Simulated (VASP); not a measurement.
# Al (I4/mmm) in VASP: further runs, part 2 of 2

VASP 6.6.1. Earlier steps stand in the parts before.

## 5. Single point, r2SCAN (strain +0.0300 x Voigt [0, 0, 1, 0, 0, 0])

POSCAR

```
Al
1.0
    0.0000000000      2.0239800000      2.0846994000
    2.0239800000      0.0000000000      2.0846994000
    2.0239800000      2.0239800000      0.0000000000
Al
1
Direct
    0.0000000000      0.0000000000      0.0000000000
```

INCAR.step1

```
ALGO     = Normal         # electronic algorithm
EDIFF    = 1E-4           # SCF threshold, eV
ENCUT    = 520            # plane-wave cutoff, eV
GGA      = PE             # functional
ISMEAR   = 0              # smearing method
LASPH    = T              # aspherical terms in the spheres
LCHARG   = F              # write CHGCAR
LREAL    = F              # projectors in reciprocal space
LWAVE    = T              # write WAVECAR
NBANDS   = 8              # bands
NELM     = 60             # most SCF steps
PREC     = Accurate       # precision mode
SIGMA    = 0.2            # smearing width, eV
```

INCAR.step2

```
ALGO     = Normal         # electronic algorithm
EDIFF    = 1E-6           # SCF threshold, eV
ENCUT    = 520            # plane-wave cutoff, eV
ISIF     = 2              # what is computed and relaxed
ISMEAR   = 0              # smearing method
ISTART   = 1            
LASPH    = T              # aspherical terms in the spheres
LCHARG   = F              # write CHGCAR
LMIXTAU  = T            
LREAL    = F              # projectors in reciprocal space
LWAVE    = F              # write WAVECAR
METAGGA  = R2SCAN         # meta-GGA
NBANDS   = 8              # bands
NELM     = 60             # most SCF steps
PREC     = Accurate       # precision mode
SIGMA    = 0.2            # smearing width, eV
```

KPOINTS

```
k-points
0
Gamma
  20 20 20
```

Potentials or basis: VASP PAW PBE potentials, release 64 (Al).

Started as:

```console
$ cat potpaw_PBE.64/Al/POTCAR > POTCAR
$ cp INCAR.step1 INCAR
$ mpirun -np 1 vasp_std > vasp.out
$ cp INCAR.step2 INCAR
$ mpirun -np 1 vasp_std > vasp.out
```

OUTCAR:

```text
EDIFF = 1E-6
   ENCUT = 520
   ISIF = 2
   ISMEAR = 0
   ISTART = 1
   LASPH = T
   LREAL = F
   METAGGA = R2SCAN
   NELM = 60
   PREC = Accurate

 ion  position               nearest neighbor table
   1  0.000  0.000  0.000-

  LATTYP: Found a body centered tetragonal cell.
 ALAT       =     2.8623399660
 C/A-ratio  =     1.4566399692

  Lattice vectors:

 A1 = (  -2.0239800000,   0.0000000000,   2.0846994000)
 A2 = (   2.0239800000,   0.0000000000,   2.0846994000)
 A3 = (   0.0000000000,   2.0239800000,  -2.0846994000)

Analysis of symmetry for initial positions (statically):
=====================================================================
 Subroutine PRICEL returns:
 Original cell was already a primitive cell.

 Routine SETGRP: Setting up the symmetry group for a
 body centered tetragonal supercell.

 Subroutine GETGRP returns: Found 16 space group operations
 (whereof 16 operations were pure point group operations)
 out of a pool of 16 trial point group operations.

The static configuration has the point symmetry D_4h.

Analysis of symmetry for dynamics (positions and initial velocities):
=====================================================================
 Subroutine PRICEL returns:
 Original cell was already a primitive cell.

 Routine SETGRP: Setting up the symmetry group for a
 body centered tetragonal supercell.

 Subroutine GETGRP returns: Found 16 space group operations
 (whereof 16 operations were pure point group operations)
 out of a pool of 16 trial point group operations.

The dynamic configuration has the point symmetry D_4h.

 Subroutine INISYM returns: Found 16 space group operations
 (whereof 16 operations are pure point group operations),
 and found     1 'primitive' translations

----------------------------------------------------------------------------------------

                                     Primitive cell

  volume of cell :      17.0799

[... 102 lines left out ...]
   EFERMI_NEDOS =   21; number of points for ismear=-14 and -15
   IALGO  =     38    algorithm
   IMIX   =      4    mixing-type and parameters
     AMIX     =   0.40;   BMIX     =  1.00
     AMIX_MAG =   1.60;   BMIX_MAG =  1.00
  volume/ion in A,a.u.               =      17.08       115.26
  Fermi-wavevector in a.u.,A,eV,Ry     =   0.916825  1.732549 11.436632  0.840569
  Thomas-Fermi vector in A             =   2.041725
   LORBIT       =      0    0 simple, 1 ext, 2 COOP (PROOUT), +10 PAW based schemes
   METAGGA = R2SCAN    functional components
   LHFCALC =     F    Hartree Fock is set to
   AEXX    =    0.0000 exact exchange contribution
   IVDW    =     0    specifies the selected vdW correction
   LEPSILON=     F    determine dielectric tensor
   LRPA    =     F    only Hartree local field effects (RPA)
 non-spin polarized calculation
 Gauss-broadening in eV      SIGMA  =   0.20
  energy-cutoff  :      520.00
  volume of cell :       17.08
 maximum number of plane-waves:       479
 NGX is ok and might be reduce to    24
   NGX = 11   NGY = 11   NGZ = 11

 number of electron       3.0000000 magnetization

 Free energy of the ion-electron system (eV)
  ---------------------------------------------------
  ext. energy  EPLUGINS =         0.00000000
  ---------------------------------------------------
  free energy    TOTEN  =        -6.71672073 eV

  energy without entropy =       -6.70909278  energy(sigma->0) =       -6.71290676

 E-fermi :   7.6977     XC(G=0): -10.7796

 val. band max:        7.6803656587   @ k =  -0.2500   0.2000   0.1500
 cond. band min:       7.6990523625   @ k =  -0.4000   0.3500   0.2500
 fundamental gap:      0.0186867039
 Fermi energy:         7.6976741000

 k-point     1 :       0.0000    0.0000    0.0000
  band No.  band energies     occupation
      1      -3.9347      2.00000
      2      20.5785      0.00000
      3      20.9166      0.00000
      4      20.9166      0.00000
      5      22.3822      0.00000
      6      22.3822      0.00000
      7      22.4850      0.00000
      8      24.7913      0.00000
[... 243 lines left out ...]
 k-point    24 :      -0.3500    0.0500    0.0000
  band No.  band energies     occupation
      1      -0.0906      2.00000
      2       7.0593      1.99999
      3      16.9751      0.00000
      4      20.3241      0.00000
      5      20.5234      0.00000
      6      21.4841      0.00000
      7      23.4104      0.00000
      8      25.4880      0.00000

 [... further k-points ...]
[... 5 lines left out ...]
  --------------------------------------------------------------------------------------
  -------------------------------------------------------------------------------------
  Total       -0.5604440     -0.5604440     -0.7221144      0.0000000      0.0000000      0.0000000
  in kB      -52.5722934    -52.5722934    -67.7377398      0.0000000      0.0000000      0.0000000
  external PRESSURE =     -57.6274422 kB  Pullay stress =       0.0000000 kB

 VOLUME and BASIS-vectors are now :
 -----------------------------------------------------------------------------
  energy-cutoff  :      520.00
  volume of cell :       17.08
      direct lattice vectors                 reciprocal lattice vectors
     0.000000000  2.023980000  2.084699400    -0.247038014  0.247038014  0.239842732
     2.023980000  0.000000000  2.084699400     0.247038014 -0.247038014  0.239842732
     2.023980000  2.023980000  0.000000000     0.247038014  0.247038014 -0.239842732

 POSITION                                       TOTAL-FORCE (eV/Angst)
 -----------------------------------------------------------------------------------
      0.00000      0.00000      0.00000         0.000000      0.000000      0.000000
 -----------------------------------------------------------------------------------
    total drift:                               -0.000000      0.000000     -0.000000

  FREE ENERGIE OF THE ION-ELECTRON SYSTEM (eV)
  ---------------------------------------------------
  free  energy   TOTEN  =        -6.7167207339 eV

  energy  without entropy=       -6.7090927768  energy(sigma->0) =       -6.71290676
```

OUTCAR.step1:

```text
EDIFF = 1E-4
   ENCUT = 520
   GGA = PE
   ISMEAR = 0
   LASPH = T
[... 481 lines left out ...]

 POSITION                                       TOTAL-FORCE (eV/Angst)
 -----------------------------------------------------------------------------------
      0.00000      0.00000      0.00000         0.000000      0.000000     -0.000000
 -----------------------------------------------------------------------------------
    total drift:                               -0.000000      0.000000      0.000000

  FREE ENERGIE OF THE ION-ELECTRON SYSTEM (eV)
  ---------------------------------------------------
  free  energy   TOTEN  =        -3.7436705094 eV

  energy  without entropy=       -3.7350352756  energy(sigma->0) =       -3.73935289
```

OSZICAR.step1:

```text
N       E                     dE             d eps       ncg     rms          rms(c)
DAV:   1    -0.237058891347E+01   -0.23706E+01   -0.83606E+02 10280   0.200E+02
DAV:   2    -0.375838757850E+01   -0.13878E+01   -0.13259E+01 14376   0.183E+01
DAV:   3    -0.376568043823E+01   -0.72929E-02   -0.72863E-02 13216   0.147E+00
DAV:   4    -0.376570016617E+01   -0.19728E-04   -0.19727E-04 16224   0.673E-02
DAV:   5    -0.376570020159E+01   -0.35423E-07   -0.36043E-07 13256   0.162E-03    0.125E+00
DAV:   6    -0.375295341006E+01    0.12747E-01   -0.18368E-03 13560   0.203E-01    0.725E-01
DAV:   7    -0.374367668304E+01    0.92767E-02   -0.54706E-03 13128   0.329E-01    0.141E-01
DAV:   8    -0.374367050940E+01    0.61736E-05   -0.14375E-05 13864   0.272E-02
   1 F= -.37436705E+01 E0= -.37393529E+01  d E =-.863523E-02
```

It took 1.7 min on 1 thread of Intel Xeon 6975P-C (Granite Rapids), shared host; peak memory 0.19 GiB.

Results:

```yaml
Free_energy: -6.7167 eV
Pressure: -5.8 GPa
Band_gap_on_the_k_mesh: zero (an odd number of electrons rules out a gap without spin polarisation)
```

Stress tensor (GPa, compression positive):
```
-5.26  0.00  0.00
 0.00 -5.26  0.00
 0.00  0.00 -6.77
```

Levels at points of the mesh, in eV from the Fermi level:
```csv
k point,band 1,band 2,band 3,band 4,band 5
"(0.00, 0.00, 0.00)",-11.63,12.88,13.22,13.22,14.68
"(0.50, 0.00, 0.00)",-4.89,-4.52,11.47,11.51,12.23
"(0.50, 0.50, 0.00)",-3.40,-2.09,5.66,6.18,6.18
"(0.50, 0.00, 0.50)",-2.96,-1.46,5.31,5.51,5.72
```

Caveat: the cell differs from its parent crystal (strain +0.0300 x Voigt [0, 0, 1, 0, 0, 0]); the cell stands under tension; the PAW data sets were made with another functional, which shifts forces and pressure a little.

## 6. Single point, r2SCAN (strain +0.0450 x Voigt [0, 0, 1, 0, 0, 0])

POSCAR

```
Al
1.0
    0.0000000000      2.0239800000      2.1150591000
    2.0239800000      0.0000000000      2.1150591000
    2.0239800000      2.0239800000      0.0000000000
Al
1
Direct
    0.0000000000      0.0000000000      0.0000000000
```

INCAR.step1

```
SYSTEM = Al
PREC     = Accurate       ! precision mode
ENCUT    = 520            ! plane-wave cutoff, eV
ISMEAR   = 0              ! smearing method
SIGMA    = 0.2            ! smearing width, eV
LREAL    = .False.        ! projectors in reciprocal space
LASPH    = .True.         ! aspherical terms in the spheres
NELM     = 80             ! most SCF steps
NBANDS   = 8              ! bands
GGA      = PE             ! functional
ALGO     = Normal         ! electronic algorithm
EDIFF    = 1E-4           ! SCF threshold, eV
LWAVE    = .True.         ! write WAVECAR
LCHARG   = .False.        ! write CHGCAR
```

INCAR.step2

```
SYSTEM = Al
PREC     = Accurate       ! precision mode
ENCUT    = 520            ! plane-wave cutoff, eV
EDIFF    = 1E-6           ! SCF threshold, eV
ISMEAR   = 0              ! smearing method
SIGMA    = 0.2            ! smearing width, eV
LREAL    = .False.        ! projectors in reciprocal space
LASPH    = .True.         ! aspherical terms in the spheres
NELM     = 80             ! most SCF steps
ALGO     = Normal         ! electronic algorithm
ISIF     = 2              ! what is computed and relaxed
LWAVE    = .False.        ! write WAVECAR
LCHARG   = .False.        ! write CHGCAR
METAGGA  = R2SCAN         ! meta-GGA
LMIXTAU  = .True.       
NBANDS   = 8              ! bands
ISTART   = 1
```

KPOINTS

```
Automatic mesh
0
Gamma
  20 20 20
  0 0 0
```

Potentials or basis: VASP PAW PBE potentials, release 64 (Al).

Started as:

```console
$ cat potpaw_PBE.64/Al/POTCAR > POTCAR
$ cp INCAR.step1 INCAR
$ mpirun -np 1 vasp_std > vasp.out
$ cp INCAR.step2 INCAR
$ mpirun -np 1 vasp_std > vasp.out
```

Run time: 89 s. Hardware: 1 thread of Intel Xeon 6975P-C (Granite Rapids), shared host; peak memory 0.19 GiB.

The run converged. Its results:

```
Free energy            : -6.7051 eV
Pressure               : -6.6 GPa
Band gap on the k mesh : zero (an odd number of electrons rules out a gap without spin polarisation)
```

Stress tensor (GPa, compression positive):
```
-5.85  0.00  0.00
 0.00 -5.85  0.00
 0.00  0.00 -8.13
```

Levels at points of the mesh, in eV from the Fermi level:
| k point | band 1 | band 2 | band 3 | band 4 | band 5 | band 6 |
| --- | --- | --- | --- | --- | --- | --- |
| (0.00, 0.00, 0.00) | -11.52 | 12.72 | 13.22 | 13.22 | 14.49 | 14.49 |
| (0.50, 0.00, 0.00) | -4.82 | -4.49 | 11.09 | 11.26 | 12.32 | 12.35 |
| (0.50, 0.50, 0.00) | -3.49 | -2.27 | 5.79 | 6.30 | 6.30 | 9.97 |
| (0.50, 0.00, 0.50) | -2.84 | -1.34 | 5.28 | 5.32 | 5.64 | 9.12 |

Caveat: the cell differs from its parent crystal (strain +0.0450 x Voigt [0, 0, 1, 0, 0, 0]); the cell stands under tension; the PAW data sets were made with another functional, which shifts forces and pressure a little.

## 7. Overview

| cell | gap on the mesh (eV) | pressure (GPa) |
| --- | --- | --- |
| a = 2.820, b = 2.820, c = 2.862 Å, angles 59.5, 59.5, 61.0°, 1 atom | none | -1.2 |
| a = 2.841, b = 2.841, c = 2.862 Å, angles 59.8, 59.8, 60.5°, 1 atom | none | -2.6 |
| a = 2.884, b = 2.884, c = 2.862 Å, angles 60.2, 60.2, 59.5°, 1 atom | none | -4.8 |
| a = 2.906, b = 2.906, c = 2.862 Å, angles 60.5, 60.5, 59.0°, 1 atom | none | -5.8 |
| a = 2.927, b = 2.927, c = 2.862 Å, angles 60.7, 60.7, 58.5°, 1 atom | none | -6.6 |

Alike in all rows: task single point; level r2SCAN; potentials or basis VASP PAW PBE potentials, release 64 (Al); no spin polarisation; k mesh 20 × 20 × 20; cutoff (eV) 520; smearing gaussian 0.2 eV.

Caveats: the PAW data sets were made with another functional, which shifts forces and pressure a little; the cell stands under tension (at least some runs).

Total energies depend on the potentials used, so only differences within one code and one set of settings carry meaning.
